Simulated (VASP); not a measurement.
A run of VASP 6.6.1 is set up as follows.

File INCAR:

```
SYSTEM = Sr2C
PREC = Accurate
ENCUT = 600
EDIFF = 1E-6
ISMEAR = -1
SIGMA = 0.02
LREAL = .False.
LASPH = .True.
NELM = 100
ALGO = Normal
ISIF = 3
LWAVE = .False.
LCHARG = .False.
GGA = PS
IBRION = 2
NSW = 80
EDIFFG = -0.005
```

File KPOINTS:

```
regular mesh
0
Gamma
  6 6 6
  0 0 0
```

File POSCAR:

```
Sr2C
1.0
    0.0000000000      3.3700854238      3.3700854238
    3.3700854238      0.0000000000      3.3700854238
    3.3700854238      3.3700854238      0.0000000000
C Sr
1 2
Direct
    0.0000000000      0.0000000000      0.0000000000
    0.2500000000      0.2500000000      0.2500000000
    0.7500000000      0.7500000000      0.7500000000
```

Potentials or basis: VASP PAW PBE potentials, release 64 (C, Sr_sv).

Launch:

```sh
$ cat potpaw_PBE.64/C/POTCAR potpaw_PBE.64/Sr_sv/POTCAR > POTCAR
$ mpirun -np 1 vasp_std > vasp.out
```

Question: What does it give for the band gap on the k mesh?

Answer: Zero (bands 12 and 13 overlap by 0.03 eV).

Question: What does it give for the space group after relaxing (to 0.1 Å)?

Answer: Fm-3m (No. 225).

Question: Predict the relaxed cell.

Answer: a = 4.689 Å, b = 4.689 Å, c = 4.689 Å, α = 60.00°, β = 60.00°, γ = 60.00°.

Step by step:
```csv
step,energy change (eV),largest force (eV/Å),pressure (GPa),volume (Å³)
1,0.0000,0.0000,-1.75,76.55
2,-0.0204,0.0000,-0.32,73.50
3,-0.0211,0.0000,-0.01,72.92
```

Caveat: the PAW data sets were made with another functional, which shifts forces and pressure a little.
